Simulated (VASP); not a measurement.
# BAs in VASP: notebook

The runs below take BAs through single point, relaxation of cell and atoms, with PBE.

Program: VASP 6.6.1. These are calculated values, not measurements. Logs are shortened: lines on timing, memory, paths and dates and some standing lists are left out, and cuts for length are marked.

## (1) The cell of the first run

Symmetry: Fm-3m, No. 225, cubic system. The conventional cell has a = 4.622 Å, b = 4.622 Å, c = 4.622 Å, α = 90.00°, β = 90.00°, γ = 90.00°. B (site symmetry m-3m) has 6 As at 2.31 Å within 3.1 Å. Within 3.1 Å of As (site symmetry m-3m) lie 6 B at 2.31 Å.

The cell was built from a structure type or drawn by symmetry, and may not be a known phase.

## (2) Single point, PBE

Input file INCAR:

```
  ALGO = Normal
  EDIFF = 1E-6
  ENCUT = 500
  GGA = PE
  GGA_COMPAT = F
  ISIF = 2
  ISMEAR = 0
  LASPH = T
  LCHARG = T
  LELF = T
  LREAL = F
  LVHAR = T
  LWAVE = F
  NBANDS = 11
  NELM = 120
  PREC = Accurate
  SIGMA = 0.2
```

Input file KPOINTS:

```
k-points
0
Gamma
  7 7 7
```

Input file POSCAR:

```
BAs
1.0
    0.0000000000      2.3110134112      2.3110134112
    2.3110134112      0.0000000000      2.3110134112
    2.3110134112      2.3110134112      0.0000000000
B As
1 1
Direct
    0.5000000000      0.5000000000      0.5000000000
    0.0000000000      0.0000000000      0.0000000000
```

Potentials or basis: VASP PAW PBE potentials, release 64 (B, As).

Launch:

```
cat potpaw_PBE.64/B/POTCAR potpaw_PBE.64/As/POTCAR > POTCAR
mpirun -np 1 vasp_std > vasp.out
```

OUTCAR:

```text
EDIFF = 1E-6
   ENCUT = 500
   GGA = PE
   ISIF = 2
   ISMEAR = 0
   LASPH = T
   LREAL = F
   NELM = 120
   PREC = Accurate

 ion  position               nearest neighbor table
   1  0.500  0.500  0.500-   2 2.31   2 2.31   2 2.31   2 2.31   2 2.31   2 2.31
   2  0.000  0.000  0.000-   1 2.31   1 2.31   1 2.31   1 2.31   1 2.31   1 2.31

  LATTYP: Found a face centered cubic cell.
 ALAT       =     4.6220268224

  Lattice vectors:

 A1 = (   0.0000000000,   2.3110134112,   2.3110134112)
 A2 = (   2.3110134112,   0.0000000000,   2.3110134112)
 A3 = (   2.3110134112,   2.3110134112,   0.0000000000)

Analysis of symmetry for initial positions (statically):
=====================================================================
 Subroutine PRICEL returns:
 Original cell was already a primitive cell.

 Routine SETGRP: Setting up the symmetry group for a
 face centered cubic supercell.

 Subroutine GETGRP returns: Found 48 space group operations
 (whereof 48 operations were pure point group operations)
 out of a pool of 48 trial point group operations.

The static configuration has the point symmetry O_h .

Analysis of symmetry for dynamics (positions and initial velocities):
=====================================================================
 Subroutine PRICEL returns:
 Original cell was already a primitive cell.

 Routine SETGRP: Setting up the symmetry group for a
 face centered cubic supercell.

 Subroutine GETGRP returns: Found 48 space group operations
 (whereof 48 operations were pure point group operations)
 out of a pool of 48 trial point group operations.

The dynamic configuration has the point symmetry O_h .

 Subroutine INISYM returns: Found 48 space group operations
 (whereof 48 operations are pure point group operations),
 and found     1 'primitive' translations

----------------------------------------------------------------------------------------

                                     Primitive cell

  volume of cell :      24.6852

  direct lattice vectors                    reciprocal lattice vectors
     0.000000000  2.311013411  2.311013411    -0.216355300  0.216355300  0.216355300
     2.311013411  0.000000000  2.311013411     0.216355300 -0.216355300  0.216355300
     2.311013411  2.311013411  0.000000000     0.216355300  0.216355300 -0.216355300

  length of vectors
     3.268266509  3.268266509  3.268266509     0.374738372  0.374738372  0.374738372

  position of ions in fractional coordinates (direct lattice)
     0.500000000  0.500000000  0.500000000
     0.000000000  0.000000000  0.000000000
[... 80 lines left out ...]
   POTIM  = 0.5000    time-step for ionic-motion
   TEBEG  =    0.0;   TEEND  =   0.0 temperature during run
   PSTRESS=    0.0 pullay stress
   NELECT =       8.0000    total number of electrons
   NUPDOWN=      -1.0000    fix difference up-down
   EMIN   =  10.00;   EMAX   =-10.00  energy-range for DOS
   EFERMI =   0.00;   METHOD = LEGACY
   ISMEAR =     0;   SIGMA  =   0.20  broadening in eV -4-tet -1-fermi 0-gaus
   EFERMI_NEDOS =   21; number of points for ismear=-14 and -15
   IALGO  =     38    algorithm
   IMIX   =      4    mixing-type and parameters
     AMIX     =   0.40;   BMIX     =  1.00
     AMIX_MAG =   1.60;   BMIX_MAG =  1.00
  volume/ion in A,a.u.               =      12.34        83.29
  Fermi-wavevector in a.u.,A,eV,Ry     =   1.124499  2.124995 17.204536  1.264498
  Thomas-Fermi vector in A             =   2.261171
   LORBIT       =      0    0 simple, 1 ext, 2 COOP (PROOUT), +10 PAW based schemes
   GGA     = PE    functional components
   LHFCALC =     F    Hartree Fock is set to
   AEXX    =    0.0000 exact exchange contribution
   IVDW    =     0    specifies the selected vdW correction
   LEPSILON=     F    determine dielectric tensor
   LRPA    =     F    only Hartree local field effects (RPA)
 non-spin polarized calculation
 Gauss-broadening in eV      SIGMA  =   0.20
  energy-cutoff  :      500.00
  volume of cell :       24.69
 maximum number of plane-waves:       637
   NGX = 11   NGY = 11   NGZ = 11

 number of electron       7.9999999 magnetization

 Free energy of the ion-electron system (eV)
  ---------------------------------------------------
  ext. energy  EPLUGINS =         0.00000000
  ---------------------------------------------------
  free energy    TOTEN  =        -9.64854611 eV

  energy without entropy =       -9.63297998  energy(sigma->0) =       -9.64076304

 E-fermi :   7.2284     XC(G=0): -11.3981

 val. band max:        7.1895523020   @ k =   0.0000   0.0000   0.0000
 cond. band min:       7.3074209032   @ k =   0.2857   0.0000   0.0000
 fundamental gap:      0.1178686012
 Fermi energy:         7.2284040745

 k-point     1 :       0.0000    0.0000    0.0000
  band No.  band energies     occupation
      1      -8.6333      2.00000
      2       7.1896      1.21647
      3       7.1896      1.21647
      4       7.1896      1.21647
      5      10.5812      0.00000
      6      14.8400      0.00000
      7      14.8400      0.00000
      8      14.8400      0.00000
      9      16.0745      0.00000
     10      16.0745      0.00000
     11      16.0745      0.00000
[... 253 lines left out ...]
 k-point    20 :      -0.2857    0.4286    0.1429
  band No.  band energies     occupation
      1      -3.2750      2.00000
      2      -0.2934      2.00000
      3       0.6452      2.00000
      4       2.5930      2.00000
      5       9.1825      0.00000
      6      12.2122      0.00000
      7      15.9306      0.00000
      8      17.6612      0.00000
      9      18.0104      0.00000
     10      19.4875      0.00000
     11      25.9416      0.00000

------------------------ aborting loop because EDIFF is reached ----------------------------------------

  FORCE on cell =-STRESS in cart. coord.  units (eV):
  Direction    XX          YY          ZZ          XY          YZ          ZX
  --------------------------------------------------------------------------------------
  -------------------------------------------------------------------------------------
  Total        0.0204677      0.0204677      0.0204677     -0.0000000     -0.0000000      0.0000000
  in kB        1.3284423      1.3284423      1.3284423     -0.0000000     -0.0000000      0.0000000
  external PRESSURE =       1.3284423 kB  Pullay stress =       0.0000000 kB

 VOLUME and BASIS-vectors are now :
 -----------------------------------------------------------------------------
  energy-cutoff  :      500.00
  volume of cell :       24.69
      direct lattice vectors                 reciprocal lattice vectors
     0.000000000  2.311013411  2.311013411    -0.216355300  0.216355300  0.216355300
     2.311013411  0.000000000  2.311013411     0.216355300 -0.216355300  0.216355300
     2.311013411  2.311013411  0.000000000     0.216355300  0.216355300 -0.216355300

 POSITION                                       TOTAL-FORCE (eV/Angst)
 -----------------------------------------------------------------------------------
      2.31101      2.31101      2.31101        -0.000000      0.000000     -0.000000
      0.00000      0.00000      0.00000         0.000000     -0.000000      0.000000
 -----------------------------------------------------------------------------------
    total drift:                                0.000000     -0.000000     -0.000000

  FREE ENERGIE OF THE ION-ELECTRON SYSTEM (eV)
  ---------------------------------------------------
  free  energy   TOTEN  =        -9.6485461120 eV

  energy  without entropy=       -9.6329799761  energy(sigma->0) =       -9.64076304
```

OSZICAR:

```text
N       E                     dE             d eps       ncg     rms          rms(c)
DAV:   1     0.643489541541E+01    0.64349E+01   -0.37927E+03   448   0.625E+02
DAV:   2    -0.943215912969E+01   -0.15867E+02   -0.15340E+02   604   0.958E+01
DAV:   3    -0.985131087754E+01   -0.41915E+00   -0.41610E+00   515   0.116E+01
DAV:   4    -0.985192949592E+01   -0.61862E-03   -0.61859E-03   491   0.552E-01
DAV:   5    -0.985192997008E+01   -0.47416E-06   -0.47415E-06   525   0.159E-02    0.370E+00
DAV:   6    -0.964927793838E+01    0.20265E+00   -0.80098E-01   449   0.320E+00    0.184E+00
DAV:   7    -0.964783836501E+01    0.14396E-02   -0.55480E-02   516   0.126E+00    0.892E-01
DAV:   8    -0.964851968354E+01   -0.68132E-03   -0.25602E-03   476   0.349E-01    0.492E-02
DAV:   9    -0.964853748699E+01   -0.17803E-04   -0.23101E-04   491   0.686E-02    0.386E-02
DAV:  10    -0.964854682181E+01   -0.93348E-05   -0.22383E-05   488   0.316E-02    0.472E-03
DAV:  11    -0.964854611195E+01    0.70986E-06   -0.48988E-06   476   0.840E-03
   1 F= -.96485461E+01 E0= -.96407630E+01  d E =-.155661E-01
```

It took 9.4 s on 1 thread of Intel Xeon 8259CL, shared host; peak memory 0.13 GiB.

What came out:

- Free energy: -9.6485 eV
- Pressure: 0.1 GPa
- Band gap on the k mesh: zero (bands 4 and 5 overlap by 4.38 eV)

(Part 1 of 2 ends here.)
